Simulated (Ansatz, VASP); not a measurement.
# SnO2: VASP beside Ansatz

File INCAR:

```
PREC = Accurate
ENCUT = 520
EDIFF = 1E-6
ISMEAR = 0
SIGMA = 0.05
LREAL = False
LASPH = True
NELM = 80
ALGO = Normal
ISIF = 2
LWAVE = False
LCHARG = True
GGA = PE
LELF = True
LVHAR = True
NBANDS = 20
```

The input KPOINTS:

```
regular mesh
0
Gamma
  12 12 12
```

POSCAR

```
SnO2
1.0
    1.6587648191      0.9576883149      5.0460169415
   -1.6587648191      0.9576883149      5.0460169415
    0.0000000000     -1.9153766297      5.0460169415
Sn O
1 2
Direct
    0.5000000000      0.5000000000      0.5000000000
    0.2521652253      0.2521652253      0.2521652253
    0.7478347747      0.7478347747      0.7478347747
```

Input for Ansatz:

```yaml
crystal:
  lattice:
    - [1.6587648191, 0.9576883149, 5.0460169415]
    - [-1.6587648191, 0.9576883149, 5.0460169415]
    - [0.0, -1.9153766297, 5.0460169415]
  atoms:
    - { symbol: Sn, position: [0.5, 0.5, 0.5] }
    - { symbol: O, position: [0.2521652253, 0.2521652253, 0.2521652253] }
    - { symbol: O, position: [0.7478347747, 0.7478347747, 0.7478347747] }
basis:
  ecutwfc: 520.0
kpoints:
  mp_grid: { grid: [12, 12, 12] }
hamiltonian:
  xc: pbe
  pseudopotentials: { kind: paw, azcp: { folder: soft_1 } }
scf:
  occupations: { method: gaussian, width: 0.05 }
output:
  forces: true
  stress: true
  eigenvalues: true
```

Alike in both runs: task single point; functional PBE; k mesh 12 × 12 × 12; occupations gaussian, width 0.05 eV; no spin polarisation.

```csv
,VASP,Ansatz
version,VASP 6.6.1,Ansatz 0.2.0
potentials or method,"VASP PAW PBE potentials, release 64 (Sn_d, O), cutoff 520 eV","scalar-relativistic, plane waves, PAW"
valence electrons in the cell,26,26
```

Ansatz gave:

- gap on the k mesh at the Fermi level (eV): 1.10
- least direct gap on the mesh (eV): 1.11
- pressure (GPa): -19.5
- traceless stress, the component that is largest in VASP (GPa): -7.01
- rms of the force components (eV/Å): 1.511

**Question.** Estimate VASP's values.

**Answer.** gap on the k mesh at the Fermi level (eV): 1.08; least direct gap on the mesh (eV): 1.09; pressure (GPa): -19.2; traceless stress, the component that is largest in VASP (GPa): -7.10; rms of the force components (eV/Å): 1.491.

Atom by atom the forces differ by 0.020 eV/Å (rms over components).
